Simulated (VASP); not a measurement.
# SiC (R-3m) in VASP: notebook

SiC is run at these levels: PBE; tasks: single point.

Program: VASP 6.6.1. These are calculated values, not measurements. Logs are shortened: lines on timing, memory, paths and dates and some standing lists are left out, and cuts for length are marked.

### 1 The cell of the first run

Symmetry: R-3m, No. 166, trigonal system. The conventional cell has a = 3.031 Å, b = 3.031 Å, c = 15.693 Å, α = 90.00°, β = 90.00°, γ = 120.00°. C (site symmetry 3m) has 1 C at 1.59 Å and 3 Si at 1.87 Å within 2.1 Å. Within 2.5 Å of Si (site symmetry 3m) lie 3 C at 1.87 Å and 1 Si at 2.34 Å.

### 2 Single point, PBE (volume changed by -5%)

Contents of INCAR:

```
ALGO = Normal
EDIFF = 1E-6
ENCUT = 520
GGA = PE
ISIF = 2
ISMEAR = 0
LASPH = T
LCHARG = F
LREAL = F
LWAVE = F
NBANDS = 16
NELM = 100
PREC = Accurate
SIGMA = 0.01
```

Contents of KPOINTS:

```
k-points
0
Gamma
  4 4 4
```

Contents of POSCAR:

```
SiC
1.0
    1.5154541292      0.8749478494      5.2310196099
   -1.5154541292      0.8749478494      5.2310196099
    0.0000000000     -1.7498956989      5.2310196099
C Si
2 2
Direct
    0.4491910688      0.4491910688      0.4491910688
    0.5508089312      0.5508089312      0.5508089312
    0.9254740592      0.9254740592      0.9254740592
    0.0745259408      0.0745259408      0.0745259408
```

Potentials or basis: VASP PAW PBE potentials, release 64 (C, Si).

Command:

```sh
$ cat potpaw_PBE.64/C/POTCAR potpaw_PBE.64/Si/POTCAR > POTCAR
$ mpirun -np 1 vasp_std > vasp.out
```

OUTCAR:

```text
EDIFF = 1E-6
   ENCUT = 520
   GGA = PE
   ISIF = 2
   ISMEAR = 0
   LASPH = T
   LREAL = F
   NELM = 100
   PREC = Accurate

 ion  position               nearest neighbor table
   1  0.449  0.449  0.449-   2 1.59   4 1.87   4 1.87   4 1.87
   2  0.551  0.551  0.551-   1 1.59   3 1.87   3 1.87   3 1.87
   3  0.925  0.925  0.925-   2 1.87   2 1.87   2 1.87   4 2.34
   4  0.075  0.075  0.075-   1 1.87   1 1.87   1 1.87   3 2.34

  LATTYP: Found a trigonal (rhomboedric) cell.
 ALAT       =     5.5159497021
 COS(alpha) =     0.8490354448

  Lattice vectors:

 A1 = (   1.5154541292,   0.8749478494,   5.2310196099)
 A2 = (  -1.5154541292,   0.8749478494,   5.2310196099)
 A3 = (   0.0000000000,  -1.7498956989,   5.2310196099)

Analysis of symmetry for initial positions (statically):
=====================================================================
 Subroutine PRICEL returns:
 Original cell was already a primitive cell.

 Routine SETGRP: Setting up the symmetry group for a
 trigonal (rhombohedral) supercell.

 Subroutine GETGRP returns: Found 12 space group operations
 (whereof 12 operations were pure point group operations)
 out of a pool of 12 trial point group operations.

The static configuration has the point symmetry D_3d.

Analysis of symmetry for dynamics (positions and initial velocities):
=====================================================================
 Subroutine PRICEL returns:
 Original cell was already a primitive cell.

 Routine SETGRP: Setting up the symmetry group for a
 trigonal (rhombohedral) supercell.

 Subroutine GETGRP returns: Found 12 space group operations
 (whereof 12 operations were pure point group operations)
 out of a pool of 12 trial point group operations.

The dynamic configuration has the point symmetry D_3d.

 Subroutine INISYM returns: Found 12 space group operations
 (whereof 12 operations are pure point group operations),
 and found     1 'primitive' translations

----------------------------------------------------------------------------------------

                                     Primitive cell

  volume of cell :      41.6162

[... 78 lines left out ...]
   ENCUT  =  520.0 eV  38.22 Ry    6.18 a.u.  10.26 10.26 10.26*2*pi/ulx,y,z
   NELM   =    100;   NELMIN=  2; NELMDL= -5     # of ELM steps
   EDIFF  = 0.1E-05   stopping-criterion for ELM
   LREAL  =      F    real-space projection
   EDIFFG = 0.1E-04   stopping-criterion for IOM
   NSW    =      0    number of steps for IOM
   IBRION =     -1    ionic relax: 0-MD 1-quasi-New 2-CG
   NFREE  =      0    steps in history (QN), initial steepest desc. (CG)
   ISIF   =      2    stress and relaxation
   ISYM   =      2    0-nonsym 1-usesym 2-fastsym
   POTIM  = 0.5000    time-step for ionic-motion
   TEBEG  =    0.0;   TEEND  =   0.0 temperature during run
   PSTRESS=    0.0 pullay stress
   NELECT =      16.0000    total number of electrons
   NUPDOWN=      -1.0000    fix difference up-down
   EMIN   =  10.00;   EMAX   =-10.00  energy-range for DOS
   EFERMI =   0.00;   METHOD = LEGACY
   ISMEAR =     0;   SIGMA  =   0.01  broadening in eV -4-tet -1-fermi 0-gaus
   EFERMI_NEDOS =   21; number of points for ismear=-14 and -15
   IALGO  =     38    algorithm
   IMIX   =      4    mixing-type and parameters
     AMIX     =   0.40;   BMIX     =  1.00
     AMIX_MAG =   1.60;   BMIX_MAG =  1.00
  volume/ion in A,a.u.               =      10.40        70.21
  Fermi-wavevector in a.u.,A,eV,Ry     =   1.190403  2.249535 19.280259  1.417059
  Thomas-Fermi vector in A             =   2.326488
   LORBIT       =      0    0 simple, 1 ext, 2 COOP (PROOUT), +10 PAW based schemes
   GGA     = PE    functional components
   LHFCALC =     F    Hartree Fock is set to
   AEXX    =    0.0000 exact exchange contribution
   IVDW    =     0    specifies the selected vdW correction
   LEPSILON=     F    determine dielectric tensor
   LRPA    =     F    only Hartree local field effects (RPA)
 non-spin polarized calculation
 Gauss-broadening in eV      SIGMA  =   0.01
  energy-cutoff  :      520.00
  volume of cell :       41.62
 maximum number of plane-waves:      1136
 NGX is ok and might be reduce to    42
   NGX = 21   NGY = 21   NGZ = 21

 number of electron      16.0000000 magnetization

 Free energy of the ion-electron system (eV)
  ---------------------------------------------------
  ext. energy  EPLUGINS =         0.00000000
  ---------------------------------------------------
  free energy    TOTEN  =       -28.52735133 eV

  energy without entropy =      -28.52735133  energy(sigma->0) =      -28.52735133

 E-fermi :   9.2212     XC(G=0): -11.3241

 val. band max:        9.1378211587   @ k =   0.0000   0.0000   0.0000
 cond. band min:       9.5033125195   @ k =   0.5000   0.5000   0.0000
 fundamental gap:      0.3654913608
 Fermi energy:         9.2212124096

 k-point     1 :       0.0000    0.0000    0.0000
  band No.  band energies     occupation
      1      -7.8321      2.00000
      2      -3.7569      2.00000
      3      -0.7733      2.00000
      4       6.4271      2.00000
      5       6.4271      2.00000
      6       8.1172      2.00000
[... 224 lines left out ...]
      3       2.5378      2.00000
      4       4.1823      2.00000
      5       6.4228      2.00000
      6       6.4228      2.00000
[... 8 lines left out ...]
     15      17.3460      0.00000
     16      20.2008      0.00000

------------------------ aborting loop because EDIFF is reached ----------------------------------------

  FORCE on cell =-STRESS in cart. coord.  units (eV):
  Direction    XX          YY          ZZ          XY          YZ          ZX
  --------------------------------------------------------------------------------------
  -------------------------------------------------------------------------------------
  Total        3.9560789      3.9560789      3.3894810      0.0000000     -0.0000000      0.0000000
  in kB      152.3045824    152.3045824    130.4911989      0.0000000     -0.0000000      0.0000000
  external PRESSURE =     145.0334546 kB  Pullay stress =       0.0000000 kB

 VOLUME and BASIS-vectors are now :
 -----------------------------------------------------------------------------
  energy-cutoff  :      520.00
  volume of cell :       41.62
      direct lattice vectors                 reciprocal lattice vectors
     1.515454129  0.874947849  5.231019610     0.329934104  0.190487544  0.063722440
    -1.515454129  0.874947849  5.231019610    -0.329934104  0.190487544  0.063722440
     0.000000000 -1.749895699  5.231019610     0.000000000 -0.380975087  0.063722440

 POSITION                                       TOTAL-FORCE (eV/Angst)
 -----------------------------------------------------------------------------------
      0.00000     -0.00000      7.04918         0.000000     -0.000000      0.128929
      0.00000     -0.00000      8.64388         0.000000      0.000000     -0.128929
      0.00000     -0.00000     14.52352         0.000000     -0.000000      0.292367
      0.00000     -0.00000      1.16954         0.000000      0.000000     -0.292367
 -----------------------------------------------------------------------------------
    total drift:                                0.000000      0.000000      0.000000

  FREE ENERGIE OF THE ION-ELECTRON SYSTEM (eV)
  ---------------------------------------------------
  free  energy   TOTEN  =       -28.5273513262 eV

  energy  without entropy=      -28.5273513262  energy(sigma->0) =      -28.52735133
```

OSZICAR:

```text
N       E                     dE             d eps       ncg     rms          rms(c)
DAV:   1     0.229839165899E+02    0.22984E+02   -0.70775E+03   416   0.894E+02
DAV:   2    -0.293272971737E+02   -0.52311E+02   -0.47282E+02   608   0.150E+02
DAV:   3    -0.315725823263E+02   -0.22453E+01   -0.22336E+01   528   0.292E+01
DAV:   4    -0.315893526490E+02   -0.16770E-01   -0.16768E-01   536   0.303E+00
DAV:   5    -0.315895308714E+02   -0.17822E-03   -0.17822E-03   528   0.295E-01    0.116E+01
DAV:   6    -0.286575803251E+02    0.29320E+01   -0.45709E+00   464   0.150E+01    0.560E+00
DAV:   7    -0.285530270509E+02    0.10455E+00   -0.10815E+00   560   0.643E+00    0.261E+00
DAV:   8    -0.285273965454E+02    0.25631E-01   -0.48194E-02   512   0.163E+00    0.696E-01
DAV:   9    -0.285271418487E+02    0.25470E-03   -0.97349E-03   544   0.700E-01    0.127E-01
DAV:  10    -0.285272898137E+02   -0.14797E-03   -0.57010E-04   504   0.178E-01    0.476E-02
DAV:  11    -0.285273445010E+02   -0.54687E-04   -0.82807E-05   560   0.631E-02    0.232E-02
DAV:  12    -0.285273511227E+02   -0.66217E-05   -0.18617E-05   552   0.279E-02    0.600E-03
DAV:  13    -0.285273513262E+02   -0.20348E-06   -0.20384E-06   512   0.102E-02
   1 F= -.28527351E+02 E0= -.28527351E+02  d E =-.110917E-33
```

stdout:

```text
POSCAR found type information on POSCAR C Si
 POSCAR found :  2 types and       4 ions
 scaLAPACK will be used
 LDA part: xc-table for (Slater+PW92), standard interpolation
 POSCAR, INCAR and KPOINTS ok, starting setup
 FFT: planning ... GRIDC
 FFT: planning ... GRID_SOFT
 FFT: planning ... GRID
 WAVECAR not read
 entering main loop
```

Run time: 23 s. Hardware: 1 thread of Intel Xeon 6975P-C, shared host; peak memory 0.23 GiB.

What came out:

- Free energy: -28.5274 eV
- Pressure: 14.5 GPa
- Largest force: 0.292 eV/Å
- Band gap on the k mesh: 0.37 eV, indirect (least direct gap 1.75 eV)

Forces on the atoms (eV/Å):
```
C    0.000  0.000  0.129
C    0.000  0.000 -0.129
Si   0.000  0.000  0.292
Si   0.000  0.000 -0.292
```

Caveat: the k points lie up to 0.61 Å⁻¹ apart. A k mesh can miss the band edges.

(Continued in part 2 of 2.)
